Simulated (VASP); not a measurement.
ZnF2: single point with PBE

The system is ZnF2.

```
CELL_PARAMETERS angstrom
4.79987 4.79987 -6.35095
-4.79987 4.79987 6.35095
4.79987 -4.79987 6.35095
ATOMIC_POSITIONS crystal
Zn 0.50000 0.37500 0.37500
Zn 0.50000 0.62500 0.62500
Zn 0.50000 0.87500 0.87500
Zn 0.50000 0.12500 0.12500
Zn 0.00000 0.87500 0.37500
Zn 0.00000 0.12500 0.62500
Zn 0.00000 0.37500 0.87500
Zn 0.00000 0.62500 0.12500
Zn 0.00000 0.00000 0.00000
Zn 0.00000 0.25000 0.25000
Zn 0.00000 0.50000 0.50000
Zn 0.00000 0.75000 0.75000
Zn 0.50000 0.50000 0.00000
Zn 0.50000 0.75000 0.25000
Zn 0.50000 0.00000 0.50000
Zn 0.50000 0.25000 0.75000
F 0.69562 0.34781 0.34781
F 0.69562 0.59781 0.59781
F 0.69562 0.84781 0.84781
F 0.69562 0.09781 0.09781
F 0.19562 0.84781 0.34781
F 0.19562 0.09781 0.59781
F 0.19562 0.34781 0.84781
F 0.19562 0.59781 0.09781
F 0.50000 0.22281 0.52719
F 0.50000 0.47281 0.77719
F 0.50000 0.72281 0.02719
F 0.50000 0.97281 0.27719
F 0.00000 0.72281 0.52719
F 0.00000 0.97281 0.77719
F 0.00000 0.22281 0.02719
F 0.00000 0.47281 0.27719
F 0.30438 0.15219 0.15219
F 0.30438 0.40219 0.40219
F 0.30438 0.65219 0.65219
F 0.30438 0.90219 0.90219
F 0.80438 0.65219 0.15219
F 0.80438 0.90219 0.40219
F 0.80438 0.15219 0.65219
F 0.80438 0.40219 0.90219
F 0.50000 0.52719 0.22281
F 0.50000 0.77719 0.47281
F 0.50000 0.02719 0.72281
F 0.50000 0.27719 0.97281
F 0.00000 0.02719 0.22281
F 0.00000 0.27719 0.47281
F 0.00000 0.52719 0.72281
F 0.00000 0.77719 0.97281
```

| Item | Value |
| --- | --- |
| Program | VASP 6.6.1 |
| Task | single point |
| Functional | PBE |
| Potentials or basis | VASP PAW PBE potentials, release 64 (Zn, F) |
| Cutoff | 600 eV |
| k mesh | 2 × 2 × 2, shifted |
| Occupations | gaussian, width 0.01 eV |
| Spin | no spin polarisation |
| Dipole correction | no |
| Further INCAR settings | LREAL = Auto; ALGO = Normal; EDIFF = 1e-06; NBANDS = 238 |

```json
{
  "Pressure": "0.3 GPa",
  "Largest force": "0.015 eV/Å",
  "Band gap on the k mesh": "4.03 eV"
}
```

Forces in eV/Å, atoms in the order of the input:
```
Zn   0.000  0.000  0.000
Zn   0.000  0.000  0.000
Zn   0.000  0.000  0.000
Zn   0.000  0.000  0.000
Zn   0.000  0.000  0.000
Zn   0.000  0.000  0.000
Zn   0.000  0.000  0.000
Zn   0.000  0.000  0.000
Zn   0.000  0.000  0.000
Zn   0.000  0.000  0.000
Zn   0.000  0.000  0.000
Zn   0.000  0.000  0.000
Zn   0.000  0.000  0.000
Zn   0.000  0.000  0.000
Zn   0.000  0.000  0.000
Zn   0.000  0.000  0.000
F    0.011  0.011  0.000
F    0.011  0.011  0.000
F    0.011  0.011  0.000
F    0.011  0.011  0.000
F    0.011  0.011  0.000
F    0.011  0.011  0.000
F    0.011  0.011  0.000
F    0.011  0.011  0.000
F   -0.011  0.011  0.000
F   -0.011  0.011  0.000
F   -0.011  0.011  0.000
F   -0.011  0.011  0.000
F   -0.011  0.011  0.000
F   -0.011  0.011  0.000
F   -0.011  0.011  0.000
F   -0.011  0.011  0.000
F   -0.011 -0.011  0.000
F   -0.011 -0.011  0.000
F   -0.011 -0.011  0.000
F   -0.011 -0.011  0.000
F   -0.011 -0.011  0.000
F   -0.011 -0.011  0.000
F   -0.011 -0.011  0.000
F   -0.011 -0.011  0.000
F    0.011 -0.011  0.000
F    0.011 -0.011  0.000
F    0.011 -0.011  0.000
F    0.011 -0.011  0.000
F    0.011 -0.011  0.000
F    0.011 -0.011  0.000
F    0.011 -0.011  0.000
F    0.011 -0.011  0.000
```

Stress tensor (GPa, compression positive):
```
0.23 0.00 0.00
0.00 0.23 0.00
0.00 0.00 0.50
```

Levels at points of the mesh, in eV from the valence-band top:
```csv
k point,band 205,band 206,band 207,band 208,band 209,band 210,band 211,band 212
"(0.25, 0.25, 0.25)",0.00,0.00,0.00,0.00,5.32,5.32,5.32,5.32
```

Run time: 23 min on 4 MPI ranks on AMD EPYC 7571, on a shared host, peak memory 0.64 GiB a rank.

Caveat: a shifted mesh leaves out Γ, where band edges can lie. A k mesh can miss the band edges.
